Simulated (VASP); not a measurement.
**ZrB: single point with PBEsol**

The system is ZrB.

```
CELL_PARAMETERS angstrom
0.00000 2.38147 2.38147
2.38147 0.00000 2.38147
2.38147 2.38147 0.00000
ATOMIC_POSITIONS crystal
Zr 0.00000 0.00000 0.00000
B 0.50000 0.50000 0.50000
```

This cell differs from its parent crystal: volume scaled by 0.94.

```yaml
Program: VASP 6.6.1
Task: single point
Functional: PBEsol
Potentials_or_basis: VASP PAW PBE potentials, release 64 (Zr_sv, B)
Cutoff: 520 eV
k_mesh: 14 × 14 × 14
Occupations: gaussian, width 0.1 eV
Spin: no spin polarisation
Dipole_correction: no
Further_INCAR_settings: ALGO = Normal; EDIFF = 1e-07; NBANDS = 14
```

| Property | Result |
| --- | --- |
| Pressure | 12.1 GPa |

Levels at points of the mesh, in eV from the Fermi level:
| k point | band 4 | band 5 | band 6 | band 7 | band 8 | band 9 | band 10 | band 11 | band 12 | band 13 |
| --- | --- | --- | --- | --- | --- | --- | --- | --- | --- | --- |
| (0.00, 0.00, 0.00) | -24.78 | -8.19 | 1.82 | 1.82 | 1.82 | 3.45 | 3.45 | 3.68 | 3.68 | 3.68 |
| (0.50, 0.00, 0.00) | -24.86 | -4.03 | -3.83 | -1.28 | -1.28 | 5.33 | 5.33 | 6.78 | 7.90 | 12.48 |
| (0.50, 0.50, 0.00) | -25.05 | -6.27 | -0.98 | -0.54 | 2.34 | 2.34 | 5.07 | 6.38 | 6.38 | 9.68 |

Run time: 61 s on 1 thread of AMD EPYC 7R13, with other jobs on the host, peak memory 0.18 GiB.

Caveat: the PAW data sets were made with another functional, which shifts forces and pressure a little.
